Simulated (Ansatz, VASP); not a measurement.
# One calculation of SiC, two programs

INCAR

```
  ALGO = Normal
  EDIFF = 1E-6
  ENCUT = 520
  GGA = PE
  ISIF = 2
  ISMEAR = 0
  LASPH = T
  LCHARG = F
  LREAL = F
  LWAVE = F
  NBANDS = 11
  NELM = 60
  PREC = Accurate
  SIGMA = 0.05
```

File KPOINTS:

```
k-points
0
Gamma
  12 12 12
```

POSCAR

```
SiC
1.0
    0.0000000000      2.1740000000      2.1740000000
    2.1740000000      0.0000000000      2.1740000000
    2.1740000000      2.1740000000      0.0000000000
Si C
1 1
Direct
    0.0517479301      0.0517479301     -0.1249305546
    0.7500000000      0.7500000000      0.7500000000
```

Input for Ansatz:

```yaml
crystal:
  lattice:
    - [0.0, 2.174, 2.174]
    - [2.174, 0.0, 2.174]
    - [2.174, 2.174, 0.0]
  atoms:
    - { symbol: Si, position: [0.0517479301, 0.0517479301, -0.1249305546] }
    - { symbol: C, position: [0.75, 0.75, 0.75] }
basis:
  ecutwfc: 420
kpoints:
  mp_grid: { grid: [12, 12, 12] }
hamiltonian:
  xc: pbe
scf:
  occupations: { method: gaussian, width: 0.05 }
output:
  forces: true
  stress: true
  eigenvalues: true
```

Alike in both runs: task single point; functional PBE; k mesh 12 × 12 × 12; occupations gaussian, width 0.05 eV; no spin polarisation.

```csv
,VASP,Ansatz
version,VASP 6.6.1,Ansatz 0.2.0
potentials or method,"VASP PAW PBE potentials, release 64 (Si, C), cutoff 520 eV","scalar-relativistic, plane waves, PAW"
valence electrons in the cell,8,8
```

VASP gave:

- gap on the k mesh at the Fermi level (eV): none
- pressure (GPa): 12.2
- traceless stress, the component that is largest in VASP (GPa): -9.61
- rms of the force components (eV/Å): 1.859

Question: Which values does Ansatz return?

Answer: gap on the k mesh at the Fermi level (eV): none; pressure (GPa): 12.3; traceless stress, the component that is largest in VASP (GPa): -9.63; rms of the force components (eV/Å): 1.858.

Atom by atom the forces differ by 0.002 eV/Å (rms over components). A gap of «none» marks a metal or a gap that the smearing closes.
